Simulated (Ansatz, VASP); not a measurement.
# Bi in VASP and in Ansatz

Contents of INCAR:

```
ALGO = Fast ; EDIFF = 1E-7
ENCUT = 520 ; ISIF = 2
ISMEAR = -1 ; LASPH = T
LCHARG = F ; LREAL = F
LWAVE = F ; NBANDS = 22
NELM = 80 ; PREC = Accurate
SIGMA = 0.05
```

KPOINTS

```
k-points
0
Gamma
  4 4 4
```

Contents of POSCAR:

```
Bi
1.0
    2.2675000000      1.3091417354      3.9380000000
   -2.2675000000      1.3091417354      3.9380000000
    0.0000000000     -2.6182834708      3.9380000000
Bi
2
Direct
    0.7660000000      0.7660000000      0.7660000000
    0.2340000000      0.2340000000      0.2340000000
```

input.yaml

```yaml
crystal:
  lattice:
    - [2.2675, 1.3091417354, 3.938]
    - [-2.2675, 1.3091417354, 3.938]
    - [0.0, -2.6182834708, 3.938]
  atoms:
    - { symbol: Bi, position: [0.766, 0.766, 0.766] }
    - { symbol: Bi, position: [0.234, 0.234, 0.234] }
hamiltonian:
  xc: lda
  pseudopotentials: { kind: paw }
kpoints:
  mp_grid: { grid: [4, 4, 4] }
scf:
  occupations: { method: fermi_dirac, width: 0.05 }
  n_extra_bands: 6
output:
  forces: true
  stress: true
  eigenvalues: true
  dos: { projected: true, de: 0.05, nscf_kmesh: { grid: [6, 6, 6] } }
  write_density: true
  write_potential: true
  elf: true
  volumetric_format: npy
```

Alike in both runs: functional LDA; k mesh 4 × 4 × 4; occupations fermi-dirac, width 0.05 eV; no spin polarisation.

```csv
,VASP,Ansatz
version,VASP 6.6.1,Ansatz 0.2.0
potentials or method,"VASP PAW LDA potentials, release 64 (Bi_d)",Ansatz PAW
plane-wave cutoff (eV),520,420
valence electrons in the cell,30,30
task,single point,projected density of states
```

|  | VASP | Ansatz | Ansatz less VASP |
| --- | --- | --- | --- |
| gap on the k mesh at the Fermi level (eV) | none | none | - |
| pressure (GPa) | -1.6 | -1.7 | -0.07 |
| traceless stress, the component that is largest in VASP (GPa) | -0.43 | -0.40 | +0.030 |
| rms of the force components (eV/Å) | 0.095 | 0.105 | +0.0105 |

LDA's correlation is that of Perdew and Zunger in VASP and of Perdew and Wang (1992) in Ansatz. Atom by atom the forces differ by 0.011 eV/Å (rms over components). A gap of «none» marks a metal or a gap that the smearing closes.

The k mesh is coarse, so the values compare programs but aren't converged. Spin-orbit coupling is off throughout.
